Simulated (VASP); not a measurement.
A run of VASP 6.6.1 is set up as follows.

File INCAR:

```
ALGO = Normal ; EDIFF = 1E-6
ENCUT = 520 ; GGA = PE
ISIF = 2 ; ISMEAR = -1
LASPH = True ; LCHARG = True
LELF = True ; LREAL = False
LVHAR = True ; LWAVE = False
NBANDS = 15 ; NELM = 60
PREC = Accurate ; SIGMA = 0.1
```

KPOINTS

```
k-points
0
Gamma
  9 9 9
```

Contents of POSCAR:

```
CaO
1.0
    0.0000000000      2.4005208800      2.4005208800
    2.4005208800      0.0000000000      2.4005208800
    2.4005208800      2.4005208800      0.0000000000
Ca O
1 1
Direct
    0.0000000000      0.0000000000      0.0000000000
    0.5000000000      0.5000000000      0.5000000000
```

Potentials or basis: VASP PAW PBE potentials, release 64 (Ca_sv, O).

The run is started by

```bash
$ cat potpaw_PBE.64/Ca_sv/POTCAR potpaw_PBE.64/O/POTCAR > POTCAR
$ mpirun -np 1 vasp_std > vasp.out
```

What does it give for the pressure?

2.6 GPa.

Predict the band gap on the k mesh.

3.69 eV, indirect (least direct gap 4.07 eV).

A k mesh can miss the band edges. A hybrid or GW would open this gap; PBE tends to underestimate it.
